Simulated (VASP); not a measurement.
The system is W.

```
W
1.0
     2.81941    0.00000    0.00000
    -1.40970    2.44168    0.00000
     0.00000    0.00000    4.60409
W
2
Direct
  0.33333 0.66667 0.25000
  0.66667 0.33333 0.75000
```

| Quantity | Value |
| --- | --- |
| Program | VASP 6.6.1 |
| Task | relaxation of cell and atoms |
| Functional | LDA |
| Potentials or basis | VASP PAW LDA potentials, release 64 (W_sv) |
| Cutoff | 600 eV |
| k mesh | 13 × 13 × 7 |
| Occupations | fermi-dirac, width 0.1 eV |
| Spin | no spin polarisation |

At the start: pressure -2.0 GPa; volume 15.85 Å³/atom.

Problem. Where does the relaxation end?

Solution. Over 11 steps the energy falls by 48.5 meV/atom; space group P6_3/mmc (No. 194, to 0.05 Å).

The path:
```csv
step,energy change (eV),largest force (eV/Å),pressure (GPa),volume (Å³)
1,0.0000,0.0000,-2.04,31.69
2,-0.0613,0.0000,9.21,30.74
3,-0.0617,0.0000,8.62,30.79
4,-0.0848,0.0000,6.38,31.07
5,-0.0868,0.0000,5.52,31.18
6,-0.0964,0.0000,1.44,31.55
7,-0.0970,0.0000,0.06,31.68
8,-0.0970,0.0000,0.16,31.67
9,-0.0970,0.0000,0.14,31.68
10,-0.0970,0.0000,0.08,31.68
11,-0.0970,0.0000,0.05,31.69
```

Final structure:
```cif
data_structure
_symmetry_space_group_name_H-M 'P 1'
_symmetry_Int_Tables_number 1
_cell_length_a 2.7427
_cell_length_b 2.7427
_cell_length_c 4.8647
_cell_angle_alpha 90.000
_cell_angle_beta 90.000
_cell_angle_gamma 120.000
_cell_volume 31.69
loop_
_atom_site_label
_atom_site_type_symbol
_atom_site_fract_x
_atom_site_fract_y
_atom_site_fract_z
_atom_site_occupancy
W1 W 0.33333 0.66667 0.25000 1
W2 W 0.66667 0.33333 0.75000 1
```
